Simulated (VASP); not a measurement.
Input of a VASP 6.6.1 run:

File INCAR:

```
PREC = Accurate
ENCUT = 520
EDIFF = 1E-7
ISMEAR = 0
SIGMA = 0.1
LREAL = False
LASPH = True
NELM = 80
ALGO = Fast
ISIF = 2
LWAVE = False
LCHARG = True
GGA = PE
LELF = True
LVHAR = True
NBANDS = 27
```

Contents of KPOINTS:

```
Automatic mesh
0
Gamma
  4 4 4
```

The input POSCAR:

```
CsBa
1.0
    6.3274090470      0.0000000000      0.0000000000
    0.0000000000      6.3274090470      0.0000000000
    0.0000000000      0.0000000000      7.7552292294
Cs Ba
2 2
Direct
    0.0000000000      0.5000000000      0.4988855764
    0.5000000000      0.0000000000      0.5011144236
    0.0000000000      0.0000000000      0.0000000000
    0.5000000000      0.5000000000      0.0000000000
```

Potentials or basis: VASP PAW PBE potentials, release 64 (Cs_sv, Ba_sv).

The run is started by

```sh
$ cat potpaw_PBE.64/Cs_sv/POTCAR potpaw_PBE.64/Ba_sv/POTCAR > POTCAR
$ mpirun -np 1 vasp_std > vasp.out
```

Task: What does it give for the pressure?

Result: 0.3 GPa.

Task: Estimate the largest force.

Result: 0.005 eV/Å.

Stress tensor (GPa, compression positive):
```
0.34 0.00 0.00
0.00 0.34 0.00
0.00 0.00 0.20
```
